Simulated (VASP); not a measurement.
# MgS (Niningerite) (Fm-3m) in VASP: single point with PBE

Aim: the single point of MgS (Niningerite) with PBE.

All numbers are computed with VASP 6.6.1; they aren't measurements. Logs are shortened: lines on timing, memory, paths and dates and some standing lists are left out, and cuts for length are marked.

## (1) The cell of the first run

The structure is cubic, space group Fm-3m (No. 225). The conventional cell has a = 5.203 Å, b = 5.203 Å, c = 5.203 Å, α = 90.00°, β = 90.00°, γ = 90.00°. Mg (site symmetry m-3m) has 6 S at 2.60 Å within 3.4 Å. Within 3.4 Å of S (site symmetry m-3m) lie 6 Mg at 2.60 Å.

## (2) Single point, PBE

INCAR reads:

```
  PREC = Accurate
  ENCUT = 600
  EDIFF = 1E-6
  ISMEAR = 0
  SIGMA = 0.01
  LREAL = False
  LASPH = True
  NELM = 120
  ALGO = Normal
  ISIF = 2
  LWAVE = False
  LCHARG = False
  GGA = PE
  NBANDS = 11
  GGA_COMPAT = False
```

KPOINTS reads:

```
Automatic mesh
0
Gamma
  3 3 3
```

POSCAR reads:

```
MgS
1.0
    0.0000000000      2.6016500000      2.6016500000
    2.6016500000      0.0000000000      2.6016500000
    2.6016500000      2.6016500000      0.0000000000
Mg S
1 1
Direct
    0.0000000000      0.0000000000      0.0000000000
    0.5000000000      0.5000000000      0.5000000000
```

Potentials or basis: VASP PAW PBE potentials, release 64 (Mg, S).

Started as:

```console
$ cat potpaw_PBE.64/Mg/POTCAR potpaw_PBE.64/S/POTCAR > POTCAR
$ mpirun -np 1 vasp_std > vasp.out
```

OUTCAR:

```text
PREC = Accurate
   ENCUT = 600
   EDIFF = 1E-6
   ISMEAR = 0
   LREAL = False
   LASPH = True
   NELM = 120
   ISIF = 2
   GGA = PE

 ion  position               nearest neighbor table
   1  0.000  0.000  0.000-   2 2.60   2 2.60   2 2.60   2 2.60   2 2.60   2 2.60
   2  0.500  0.500  0.500-   1 2.60   1 2.60   1 2.60   1 2.60   1 2.60   1 2.60

  LATTYP: Found a face centered cubic cell.
 ALAT       =     5.2033000000

  Lattice vectors:

 A1 = (   0.0000000000,   2.6016500000,   2.6016500000)
 A2 = (   2.6016500000,   0.0000000000,   2.6016500000)
 A3 = (   2.6016500000,   2.6016500000,   0.0000000000)

Analysis of symmetry for initial positions (statically):
=====================================================================
 Subroutine PRICEL returns:
 Original cell was already a primitive cell.

 Routine SETGRP: Setting up the symmetry group for a
 face centered cubic supercell.

 Subroutine GETGRP returns: Found 48 space group operations
 (whereof 48 operations were pure point group operations)
 out of a pool of 48 trial point group operations.

The static configuration has the point symmetry O_h .

Analysis of symmetry for dynamics (positions and initial velocities):
=====================================================================
 Subroutine PRICEL returns:
 Original cell was already a primitive cell.

 Routine SETGRP: Setting up the symmetry group for a
 face centered cubic supercell.

 Subroutine GETGRP returns: Found 48 space group operations
 (whereof 48 operations were pure point group operations)
 out of a pool of 48 trial point group operations.

The dynamic configuration has the point symmetry O_h .

 Subroutine INISYM returns: Found 48 space group operations
 (whereof 48 operations are pure point group operations),
 and found     1 'primitive' translations

----------------------------------------------------------------------------------------

                                     Primitive cell

  volume of cell :      35.2190

  direct lattice vectors                    reciprocal lattice vectors
     0.000000000  2.601650000  2.601650000    -0.192185728  0.192185728  0.192185728
     2.601650000  0.000000000  2.601650000     0.192185728 -0.192185728  0.192185728
     2.601650000  2.601650000  0.000000000     0.192185728  0.192185728 -0.192185728

  length of vectors
     3.679288715  3.679288715  3.679288715     0.332875446  0.332875446  0.332875446

  position of ions in fractional coordinates (direct lattice)
     0.000000000  0.000000000  0.000000000
     0.500000000  0.500000000  0.500000000

  ion indices of the primitive-cell ions
   primitive index   ion index
                 1           1
[... 64 lines left out ...]
   NUPDOWN=      -1.0000    fix difference up-down
   EMIN   =  10.00;   EMAX   =-10.00  energy-range for DOS
   EFERMI =   0.00;   METHOD = LEGACY
   ISMEAR =     0;   SIGMA  =   0.01  broadening in eV -4-tet -1-fermi 0-gaus
   EFERMI_NEDOS =   21; number of points for ismear=-14 and -15
   IALGO  =     38    algorithm
   IMIX   =      4    mixing-type and parameters
     AMIX     =   0.40;   BMIX     =  1.00
     AMIX_MAG =   1.60;   BMIX_MAG =  1.00
  volume/ion in A,a.u.               =      17.61       118.83
  Fermi-wavevector in a.u.,A,eV,Ry     =   0.998878  1.887606 13.575323  0.997758
  Thomas-Fermi vector in A             =   2.131131
   LORBIT       =      0    0 simple, 1 ext, 2 COOP (PROOUT), +10 PAW based schemes
   GGA     = PE    functional components
   LHFCALC =     F    Hartree Fock is set to
   AEXX    =    0.0000 exact exchange contribution
   IVDW    =     0    specifies the selected vdW correction
   LEPSILON=     F    determine dielectric tensor
   LRPA    =     F    only Hartree local field effects (RPA)
 non-spin polarized calculation
 Gauss-broadening in eV      SIGMA  =   0.01
  energy-cutoff  :      600.00
  volume of cell :       35.22
 maximum number of plane-waves:      1211
 NGX is ok and might be reduce to    30
   NGX = 15   NGY = 15   NGZ = 15

 number of electron       7.9999999 magnetization

 Free energy of the ion-electron system (eV)
  ---------------------------------------------------
  ext. energy  EPLUGINS =         0.00000000
  ---------------------------------------------------
  free energy    TOTEN  =        -8.27066587 eV

  energy without entropy =       -8.27066587  energy(sigma->0) =       -8.27066587

 E-fermi :   3.8928     XC(G=0):  -9.6579

 val. band max:        3.8268312007   @ k =   0.0000   0.0000   0.0000
 cond. band min:       7.4978525013   @ k =   0.0000   0.0000   0.0000
 fundamental gap:      3.6710213006
 Fermi energy:         3.8927960327

 k-point     1 :       0.0000    0.0000    0.0000
  band No.  band energies     occupation
      1      -8.8442      2.00000
      2       3.8268      2.00000
      3       3.8268      2.00000
      4       3.8268      2.00000
      5       7.4979      0.00000
      6      11.7150      0.00000
      7      11.7150      0.00000
      8      11.7150      0.00000
      9      14.1138      0.00000
     10      14.1138      0.00000
     11      16.3057      0.00000
[... 29 lines left out ...]
 k-point     4 :      -0.3333    0.3333    0.0000
  band No.  band energies     occupation
      1      -7.2155      2.00000
      2       0.1618      2.00000
      3       0.4751      2.00000
      4       2.6769      2.00000
      5       8.1787      0.00000
      6      11.5105      0.00000
      7      12.6661      0.00000
      8      13.0523      0.00000
      9      15.4840      0.00000
     10      16.2211      0.00000
     11      20.4388      0.00000

------------------------ aborting loop because EDIFF is reached ----------------------------------------

  FORCE on cell =-STRESS in cart. coord.  units (eV):
  Direction    XX          YY          ZZ          XY          YZ          ZX
  --------------------------------------------------------------------------------------
  -------------------------------------------------------------------------------------
  Total        0.5390496      0.5390496      0.5390496      0.0000000     -0.0000000      0.0000000
  in kB       24.5223855     24.5223855     24.5223855      0.0000000     -0.0000000      0.0000000
  external PRESSURE =      24.5223855 kB  Pullay stress =       0.0000000 kB

 VOLUME and BASIS-vectors are now :
 -----------------------------------------------------------------------------
  energy-cutoff  :      600.00
  volume of cell :       35.22
      direct lattice vectors                 reciprocal lattice vectors
     0.000000000  2.601650000  2.601650000    -0.192185728  0.192185728  0.192185728
     2.601650000  0.000000000  2.601650000     0.192185728 -0.192185728  0.192185728
     2.601650000  2.601650000  0.000000000     0.192185728  0.192185728 -0.192185728

 POSITION                                       TOTAL-FORCE (eV/Angst)
 -----------------------------------------------------------------------------------
      0.00000      0.00000      0.00000        -0.000000     -0.000000      0.000000
      2.60165      2.60165      2.60165         0.000000      0.000000     -0.000000
 -----------------------------------------------------------------------------------
    total drift:                               -0.000000     -0.000000      0.000000

  FREE ENERGIE OF THE ION-ELECTRON SYSTEM (eV)
  ---------------------------------------------------
  free  energy   TOTEN  =        -8.2706658660 eV

  energy  without entropy=       -8.2706658660  energy(sigma->0) =       -8.27066587
```

stdout:

```text
POSCAR found type information on POSCAR MgS
 POSCAR found :  2 types and       2 ions
 scaLAPACK will be used
 LDA part: xc-table for (Slater+PW92), standard interpolation
 POSCAR, INCAR and KPOINTS ok, starting setup
 FFT: planning ... GRIDC
 FFT: planning ... GRID_SOFT
 FFT: planning ... GRID
 WAVECAR not read
 entering main loop
```

Run time: 9.3 s. Hardware: 1 thread of AMD EPYC 7R13, shared host; peak memory 0.13 GiB.

What came out:

```
Free energy            : -8.2707 eV
Pressure               : 2.5 GPa
Band gap on the k mesh : 3.67 eV, direct
```

Caveat: the k points lie up to 0.70 Å⁻¹ apart. A k mesh can miss the band edges.
